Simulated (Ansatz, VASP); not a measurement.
Ta4N: VASP beside Ansatz

INCAR

```
PREC = Accurate
ENCUT = 600
EDIFF = 1E-6
ISMEAR = 0
SIGMA = 0.1
LREAL = F
LASPH = T
NELM = 60
ALGO = Normal
ISIF = 3
LWAVE = F
LCHARG = F
GGA = PE
IBRION = 2
NSW = 100
EDIFFG = -0.01
```

File KPOINTS:

```
Automatic mesh
0
Gamma
  8 8 8
```

The input POSCAR:

```
Ta4N
1.0
    4.4072828205      0.0000000000      0.0000000000
    0.0000000000      4.4072828205      0.0000000000
    0.0000000000      0.0000000000      4.4072828205
Ta N
4 1
Direct
    0.2582869908      0.7417130092      0.7417130092
    0.7417130092      0.2582869908      0.7417130092
    0.7417130092      0.7417130092      0.2582869908
    0.2582869908      0.2582869908      0.2582869908
    0.0000000000      0.0000000000      0.0000000000
```

Input for Ansatz:

```yaml
crystal:
  lattice:
    - [4.4072828205, 0.0, 0.0]
    - [0.0, 4.4072828205, 0.0]
    - [0.0, 0.0, 4.4072828205]
  atoms:
    - { symbol: Ta, position: [0.2582869908, 0.7417130092, 0.7417130092] }
    - { symbol: Ta, position: [0.7417130092, 0.2582869908, 0.7417130092] }
    - { symbol: Ta, position: [0.7417130092, 0.7417130092, 0.2582869908] }
    - { symbol: Ta, position: [0.2582869908, 0.2582869908, 0.2582869908] }
    - { symbol: "N", position: [0.0, 0.0, 0.0] }
basis:
  ecutwfc: 420
kpoints:
  mp_grid: { grid: [8, 8, 8] }
hamiltonian:
  xc: pbe
scf:
  occupations: { method: gaussian, width: 0.1 }
output:
  forces: true
  stress: true
  eigenvalues: true
  write_density: true
  write_potential: true
  elf: true
  volumetric_format: npy
relax:
  adjacent_minimum: "off"
  f_tol: 0.01
  max_steps: 80
  cell: { stress_tol: 0.05 }
```

Change from the starting cell: species swapped into the SnI4 type (P-43m, No. 215).

Alike in both runs: task relaxation of cell and atoms; functional PBE; k mesh 8 × 8 × 8; occupations gaussian, width 0.1 eV; no spin polarisation.

|  | VASP | Ansatz |
| --- | --- | --- |
| version | VASP 6.6.1 | Ansatz 0.2.0 |
| potentials or method | VASP PAW PBE potentials, release 64 (Ta_pv, N), cutoff 600 eV | scalar-relativistic, plane waves, PAW |
| valence electrons in the cell | 49 | 57 |

```tsv
	VASP	Ansatz	Ansatz less VASP
gap on the k mesh at the Fermi level, each at its own relaxed structure (eV)	none	none	-
relaxed volume (Å³/atom)	17.07	17.06	-0.013
relaxed cell length with the largest relative difference (Å)	4.403	4.402	-0.0011
```

A gap of «none» marks a metal or a gap that the smearing closes. VASP's potentials hold 49 valence electrons a cell and Ansatz's 57, so a difference there can come from the potentials and not from the codes.

Neither program's run includes spin-orbit coupling.
